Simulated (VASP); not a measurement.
Write the native input for VASP 6.6.1 that does the following.

```
Task                   : single point
Functional             : PBE
Dispersion             : D3(BJ)
Potentials or basis    : VASP PAW PBE potentials, release 64 (C, H)
Cutoff                 : 520 eV
k mesh                 : 6 × 6 × 1
Occupations            : gaussian, width 0.1 eV
Spin                   : no spin polarisation
Dipole correction      : yes
Further INCAR settings : ALGO = Normal; EDIFF = 1e-07; NBANDS = 28
```

The structure of HC4 lies in POSCAR:

```
HC4
1.0
    4.9314011428      0.0000000001      0.0000000000
   -2.4657005715      4.2707186659      0.0000000000
    0.0000000000      0.0000000000     18.0000000000
C H
8 2
Direct
    0.1666666667      0.3333333333      0.2222222222
    0.1666666667      0.8333333333      0.2222222222
    0.6666666667      0.3333333333      0.2222222222
    0.6666666667      0.8333333333      0.2222222222
    0.3333333333      0.1666666667      0.2222222222
    0.3333333333      0.6666666667      0.2222222222
    0.8333333333      0.1666666667      0.2222222222
    0.8333333333      0.6666666667      0.2222222222
    0.0233897705      0.0233921815      0.2472222222
    0.4766102295      0.4766078185      0.2472222222
```

The input as run:

INCAR

```
SYSTEM = HC4
ALGO = Normal ; DIPOL = 0.5 0.5 0.227
EDIFF = 1E-7 ; ENCUT = 520
GGA = PE ; IDIPOL = 3
ISIF = 2 ; ISMEAR = 0
IVDW = 12 ; LASPH = .True.
LCHARG = .True. ; LDIPOL = .True.
LELF = .True. ; LREAL = .False.
LVACPOTAV = .True. ; LVHAR = .True.
LWAVE = .False. ; NBANDS = 28
NELM = 60 ; PREC = Accurate
SIGMA = 0.1
```

KPOINTS

```
k-points
0
Gamma
  6 6 1
  0 0 0
```

Potentials or basis: VASP PAW PBE potentials, release 64 (C, H).

The run is started by

```bash
$ cat potpaw_PBE.64/C/POTCAR potpaw_PBE.64/H/POTCAR > POTCAR
$ mpirun -np 1 vasp_std > vasp.out
```

It gave:

| Property | Result |
| --- | --- |
| Largest force | 3.703 eV/Å |
| Band gap on the k mesh | zero (bands 17 and 18 overlap by 1.71 eV) |
| Dispersion energy per atom | -0.072 eV |

Wall time 6.6 min on 1 thread of Intel(R) Xeon(R) 6975P-C (Granite Rapids), with other jobs on the host, peak memory 0.53 GiB.
